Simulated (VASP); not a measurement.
# ScAsSe4 (Cmmm) in VASP: single point with PBE

Aim: the single point of ScAsSe4 with PBE.

Program: VASP 6.6.1. These are calculated values, not measurements. Logs are shortened: lines on timing, memory, paths and dates and some standing lists are left out, and cuts for length are marked.

### Step 1. The cell of the first run

Symmetry: Cmmm, No. 65, orthorhombic system. Conventional cell: a = 5.388 Å, b = 9.955 Å, c = 4.958 Å, α = 90.00°, β = 90.00°, γ = 90.00°. Within 4.1 Å of Sc (site symmetry mmm) lie 14 Se at 3.10 to 3.76 Å and 4 As at 3.66 Å. Within 3.7 Å of As (site symmetry mmm) lie 8 Se at 2.83 to 2.92 Å and 4 Sc at 3.66 Å. Se (site symmetry m2m) has 2 As at 2.92 Å and 7 Se at 2.98 to 3.30 Å and 3 Sc at 3.10 to 3.44 Å within 3.8 Å. Within 3.6 Å of Se (site symmetry 2/m) lie 6 Se at 2.69 to 2.98 Å and 2 As at 2.83 Å.

The cell was generated, and may not be a known phase.

### Step 2. Single point, PBE

INCAR reads:

```
SYSTEM = ScAsSe4
PREC     = Accurate       ! precision mode
ENCUT    = 500            ! plane-wave cutoff, eV
EDIFF    = 1E-6           ! SCF threshold, eV
ISMEAR   = 0              ! smearing method
SIGMA    = 0.15           ! smearing width, eV
LREAL    = .FALSE.        ! projectors in reciprocal space
LASPH    = .TRUE.         ! aspherical terms in the spheres
NELM     = 120            ! most SCF steps
ALGO     = Normal         ! electronic algorithm
ISIF     = 2              ! what is computed and relaxed
LWAVE    = .FALSE.        ! write WAVECAR
LCHARG   = .FALSE.        ! write CHGCAR
GGA      = PE             ! functional
NBANDS   = 29             ! bands
GGA_COMPAT= .FALSE.
```

KPOINTS reads:

```
regular mesh
0
G
  2 2 3
  0 0 0
```

POSCAR reads:

```
ScAsSe4
1.0
    2.6938426042     -4.9772774171      0.0000000000
    2.6938426042      4.9772774171      0.0000000000
    0.0000000000      0.0000000000      4.9582931240
Sc As Se
1 1 4
Direct
    0.5000000000      0.5000000000      0.0000000000
    0.0000000000      0.0000000000      0.5000000000
    0.1540909814      0.8459090186      0.0000000000
    0.8459090186      0.1540909814      0.0000000000
    0.0000000000      0.5000000000      0.5000000000
    0.5000000000      0.0000000000      0.5000000000
```

Potentials or basis: VASP PAW PBE potentials, release 64 (Sc_sv, As, Se).

Command:

```
> cat potpaw_PBE.64/Sc_sv/POTCAR potpaw_PBE.64/As/POTCAR potpaw_PBE.64/Se/POTCAR > POTCAR
> mpirun -np 1 vasp_std > vasp.out
```

OUTCAR:

```text
SYSTEM = ScAsSe4
   PREC = Accurate
   ENCUT = 500
   EDIFF = 1E-6
   ISMEAR = 0
   LREAL = .FALSE.
   LASPH = .TRUE.
   NELM = 120
   ISIF = 2
   GGA = PE

 ion  position               nearest neighbor table
   1  0.500  0.500  0.000-   3 3.10   4 3.10   3 3.10   4 3.10
   2  0.000  0.000  0.500-   5 2.83   6 2.83   5 2.83   6 2.83
   3  0.154  0.846  0.000-   1 3.10   1 3.10
   4  0.846  0.154  0.000-   1 3.10   1 3.10
   5  0.000  0.500  0.500-   6 2.69   6 2.69   2 2.83   2 2.83
   6  0.500  0.000  0.500-   5 2.69   5 2.69   2 2.83   2 2.83

  LATTYP: Found a base centered orthorhombic cell.
 ALAT       =     5.3876852084
 B/A-ratio  =     1.8476496768
 C/A-ratio  =     0.9203011929

  Lattice vectors:

 A1 = (   2.6938426042,  -4.9772774171,   0.0000000000)
 A2 = (   2.6938426042,   4.9772774171,   0.0000000000)
 A3 = (   0.0000000000,   0.0000000000,   4.9582931240)

Analysis of symmetry for initial positions (statically):
=====================================================================
 Subroutine PRICEL returns:
 Original cell was already a primitive cell.

 Routine SETGRP: Setting up the symmetry group for a
 base centered orthorhombic supercell.

 Subroutine GETGRP returns: Found  8 space group operations
 (whereof  8 operations were pure point group operations)
 out of a pool of  8 trial point group operations.

The static configuration has the point symmetry D_2h.

Analysis of symmetry for dynamics (positions and initial velocities):
=====================================================================
 Subroutine PRICEL returns:
 Original cell was already a primitive cell.

 Routine SETGRP: Setting up the symmetry group for a
 base centered orthorhombic supercell.

 Subroutine GETGRP returns: Found  8 space group operations
 (whereof  8 operations were pure point group operations)
 out of a pool of  8 trial point group operations.

The dynamic configuration has the point symmetry D_2h.

 Subroutine INISYM returns: Found  8 space group operations
 (whereof  8 operations are pure point group operations),
 and found     1 'primitive' translations

----------------------------------------------------------------------------------------

                                     Primitive cell

  volume of cell :     132.9616

  direct lattice vectors                    reciprocal lattice vectors
     2.693842604 -4.977277417  0.000000000     0.185608468 -0.100456526  0.000000000
     2.693842604  4.977277417  0.000000000     0.185608468  0.100456526  0.000000000
     0.000000000  0.000000000  4.958293124     0.000000000  0.000000000  0.201682308

  length of vectors
     5.659512211  5.659512211  4.958293124     0.211049798  0.211049798  0.201682308

  position of ions in fractional coordinates (direct lattice)
     0.500000000  0.500000000  0.000000000
     0.000000000  0.000000000  0.500000000
     0.154090981  0.845909019  0.000000000
     0.845909019  0.154090981  0.000000000
     0.000000000  0.500000000  0.500000000
     0.500000000  0.000000000  0.500000000

  ion indices of the primitive-cell ions
   primitive index   ion index
                 1           1
                 2           2
                 3           3
                 4           4
                 5           5
                 6           6

----------------------------------------------------------------------------------------

 KPOINTS: regular mesh

Automatic generation of k-mesh.
 Grid dimensions read from file:
 generate k-points for:    2    2    3

 Generating k-lattice:

  Cartesian coordinates                     Fractional coordinates (reciprocal lattice)
     0.092804234 -0.050228263  0.000000000     0.500000000  0.000000000  0.000000000
     0.092804234  0.050228263  0.000000000     0.000000000  0.500000000  0.000000000
     0.000000000  0.000000000  0.067227436     0.000000000  0.000000000  0.333333333

  Length of vectors
     0.105524899  0.105524899  0.067227436

  Shift w.r.t. Gamma in fractional coordinates (k-lattice)
     0.000000000  0.000000000  0.000000000

 Subroutine IBZKPT returns following result:
 ===========================================

 Found      6 irreducible k-points:

 Following reciprocal coordinates:
            Coordinates               Weight
  0.000000  0.000000  0.000000      1.000000
  0.500000  0.000000  0.000000      2.000000
  0.500000  0.500000  0.000000      1.000000
  0.000000  0.000000  0.333333      2.000000
  0.500000  0.000000  0.333333      4.000000
  0.500000  0.500000  0.333333      2.000000
   k-points           NKPTS =      6   k-points in BZ     NKDIM =      6   number of bands    NBANDS=     29
   number of dos      NEDOS =    301   number of ions     NIONS =      6
   total plane-waves  NPLWV =  63504
   dimension x,y,z NGX =    42 NGY =   42 NGZ =   36
   dimension x,y,z NGXF=    84 NGYF=   84 NGZF=   72
   ions per type =               1   1   4
   NGX,Y,Z   is equivalent  to a cutoff of  12.34, 12.34, 12.07 a.u.
   NGXF,Y,Z  is equivalent  to a cutoff of  24.67, 24.67, 24.14 a.u.
 SYSTEM =  ScAsSe4
   PREC   = accura    normal or accurate (medium, high low for compatibility)
   ISTART =      0    job   : 0-new  1-cont  2-samecut
   ICHARG =      2    charge: 1-file 2-atom 10-const
   ISPIN  =      1    spin polarized calculation?
   LNONCOLLINEAR =      F non collinear calculations
   LSORBIT =      F    spin-orbit coupling
   LASPH  =      T    aspherical Exc in radial PAW
   ENCUT  =  500.0 eV  36.75 Ry    6.06 a.u.  10.32 10.32  9.04*2*pi/ulx,y,z
   NELM   =    120;   NELMIN=  2; NELMDL= -5     # of ELM steps
   EDIFF  = 0.1E-05   stopping-criterion for ELM
   LREAL  =      F    real-space projection
   EDIFFG = 0.1E-04   stopping-criterion for IOM
   NSW    =      0    number of steps for IOM
   IBRION =     -1    ionic relax: 0-MD 1-quasi-New 2-CG
   NFREE  =      0    steps in history (QN), initial steepest desc. (CG)
   ISIF   =      2    stress and relaxation
   ISYM   =      2    0-nonsym 1-usesym 2-fastsym
   POTIM  = 0.5000    time-step for ionic-motion
   TEBEG  =    0.0;   TEEND  =   0.0 temperature during run
   PSTRESS=    0.0 pullay stress
   NELECT =      40.0000    total number of electrons
   NUPDOWN=      -1.0000    fix difference up-down
   EMIN   =  10.00;   EMAX   =-10.00  energy-range for DOS
   EFERMI =   0.00;   METHOD = LEGACY
   ISMEAR =     0;   SIGMA  =   0.15  broadening in eV -4-tet -1-fermi 0-gaus
   EFERMI_NEDOS =   21; number of points for ismear=-14 and -15
   IALGO  =     38    algorithm
   IMIX   =      4    mixing-type and parameters
     AMIX     =   0.40;   BMIX     =  1.00
     AMIX_MAG =   1.60;   BMIX_MAG =  1.00
  volume/ion in A,a.u.               =      22.16       149.54
  Fermi-wavevector in a.u.,A,eV,Ry     =   1.096948  2.072931 16.371824  1.203295
  Thomas-Fermi vector in A             =   2.233299
   LORBIT       =      0    0 simple, 1 ext, 2 COOP (PROOUT), +10 PAW based schemes
   GGA     = PE    functional components
   LHFCALC =     F    Hartree Fock is set to
   AEXX    =    0.0000 exact exchange contribution
   IVDW    =     0    specifies the selected vdW correction
   LEPSILON=     F    determine dielectric tensor
   LRPA    =     F    only Hartree local field effects (RPA)
 non-spin polarized calculation
 Gauss-broadening in eV      SIGMA  =   0.15
  energy-cutoff  :      500.00
  volume of cell :      132.96
 maximum number of plane-waves:      3392
 NGX is ok and might be reduce to    42
   NGX = 21   NGY = 21   NGZ = 19

 number of electron      40.0000001 magnetization

 Free energy of the ion-electron system (eV)
  ---------------------------------------------------
  ext. energy  EPLUGINS =         0.00000000
  ---------------------------------------------------
  free energy    TOTEN  =       -24.31054787 eV

  energy without entropy =      -24.25149814  energy(sigma->0) =      -24.28102300

 E-fermi :   5.2099     XC(G=0): -10.0464

 val. band max:        5.1041828533   @ k =   0.5000   0.0000   0.0000
 cond. band min:       5.2657133658   @ k =   0.0000   0.0000   0.3333
 fundamental gap:      0.1615305125
 Fermi energy:         5.2099270670

 k-point     1 :       0.0000    0.0000    0.0000
  band No.  band energies     occupation
      1     -46.4002      2.00000
      2     -25.0811      2.00000
      3     -24.9675      2.00000
      4     -24.8328      2.00000
      5     -10.7492      2.00000
      6      -7.5079      2.00000
[... 21 lines left out ...]
     28       8.6509      0.00000
     29       8.8545      0.00000

 k-point     2 :       0.5000    0.0000    0.0000
  band No.  band energies     occupation
      1     -46.4001      2.00000
      2     -25.0810      2.00000
      3     -24.9677      2.00000
      4     -24.8344      2.00000
      5      -9.8635      2.00000
      6      -9.2820      2.00000
[... 21 lines left out ...]
     28       8.2834      0.00000
     29       8.8691      0.00000

 k-point     3 :       0.5000    0.5000    0.0000
  band No.  band energies     occupation
      1     -46.4002      2.00000
      2     -25.0810      2.00000
      3     -24.9683      2.00000
      4     -24.8330      2.00000
      5     -10.2542      2.00000
      6      -8.8169      2.00000
[... 21 lines left out ...]
     28       7.1445      0.00000
     29       8.0962      0.00000

 k-point     4 :       0.0000    0.0000    0.3333
  band No.  band energies     occupation
      1     -46.4001      2.00000
      2     -25.0820      2.00000
      3     -24.9674      2.00000
      4     -24.8327      2.00000
      5     -10.2429      2.00000
      6      -8.5544      2.00000
[... 21 lines left out ...]
     28       7.9579      0.00000
     29       8.5491      0.00000

 k-point     5 :       0.5000    0.0000    0.3333
  band No.  band energies     occupation
      1     -46.4001      2.00000
      2     -25.0819      2.00000
      3     -24.9676      2.00000
      4     -24.8343      2.00000
      5      -9.3356      2.00000
      6      -8.8289      2.00000
[... 21 lines left out ...]
     28       7.0301      0.00000
     29       8.4184      0.00000

 k-point     6 :       0.5000    0.5000    0.3333
  band No.  band energies     occupation
      1     -46.4001      2.00000
      2     -25.0819      2.00000
      3     -24.9682      2.00000
      4     -24.8329      2.00000
      5      -9.8237      2.00000
      6      -8.4128      2.00000
[... 21 lines left out ...]
     28       7.1725      0.00000
     29       7.8456      0.00000

------------------------ aborting loop because EDIFF is reached ----------------------------------------

  FORCE on cell =-STRESS in cart. coord.  units (eV):
  Direction    XX          YY          ZZ          XY          YZ          ZX
  --------------------------------------------------------------------------------------
  -------------------------------------------------------------------------------------
  Total        0.7145662      0.6410000      0.1012079      0.0000000      0.0000000      0.0000000
  in kB        8.6104686      7.7240011      1.2195476      0.0000000      0.0000000      0.0000000
  external PRESSURE =       5.8513391 kB  Pullay stress =       0.0000000 kB

 VOLUME and BASIS-vectors are now :
 -----------------------------------------------------------------------------
  energy-cutoff  :      500.00
  volume of cell :      132.96
      direct lattice vectors                 reciprocal lattice vectors
     2.693842604 -4.977277417  0.000000000     0.185608468 -0.100456526  0.000000000
     2.693842604  4.977277417  0.000000000     0.185608468  0.100456526  0.000000000
     0.000000000  0.000000000  4.958293124     0.000000000  0.000000000  0.201682308

 POSITION                                       TOTAL-FORCE (eV/Angst)
 -----------------------------------------------------------------------------------
      2.69384      0.00000      0.00000        -0.000000     -0.000000      0.000000
      0.00000      0.00000      2.47915         0.000000     -0.000000      0.000000
      2.69384      3.44337      0.00000        -0.000000      0.047066     -0.000000
      2.69384     -3.44337      0.00000        -0.000000     -0.047066      0.000000
      1.34692      2.48864      2.47915        -0.000000      0.000000      0.000000
      1.34692     -2.48864      2.47915        -0.000000      0.000000      0.000000
 -----------------------------------------------------------------------------------
    total drift:                                0.000000     -0.000000     -0.000000

  FREE ENERGIE OF THE ION-ELECTRON SYSTEM (eV)
  ---------------------------------------------------
  free  energy   TOTEN  =       -24.3105478657 eV

  energy  without entropy=      -24.2514981383  energy(sigma->0) =      -24.28102300
```

Wall time 40 s (1 thread of Intel Xeon 8259CL, shared host); peak memory 0.25 GiB.

Results:

```yaml
Free_energy: -24.3105 eV
Pressure: 0.6 GPa
Largest_force: 0.047 eV/Å
Band_gap_on_the_k_mesh: zero (bands 20 and 21 overlap by 0.50 eV)
```

Forces in eV/Å, atoms in the order of the input:
```
Sc   0.000  0.000  0.000
As   0.000  0.000  0.000
Se   0.000  0.047  0.000
Se   0.000 -0.047  0.000
Se   0.000  0.000  0.000
Se   0.000  0.000  0.000
```

Levels at points of the mesh, in eV from the Fermi level:
```csv
k point,band 17,band 18,band 19,band 20,band 21,band 22,band 23,band 24
"(0.00, 0.00, 0.00)",-1.80,-1.61,-0.96,-0.55,-0.45,0.10,0.16,0.69
"(0.50, 0.00, 0.00)",-2.18,-2.06,-2.01,-0.11,0.07,0.19,0.49,0.56
"(0.50, 0.50, 0.00)",-2.19,-2.08,-0.93,-0.35,0.21,0.54,0.57,0.57
```

Caveat: the k points lie up to 0.66 Å⁻¹ apart, too coarse for converged energies and pressures of a metal.

The gap in the log of VASP goes by the Fermi energy; the results here count the filled bands.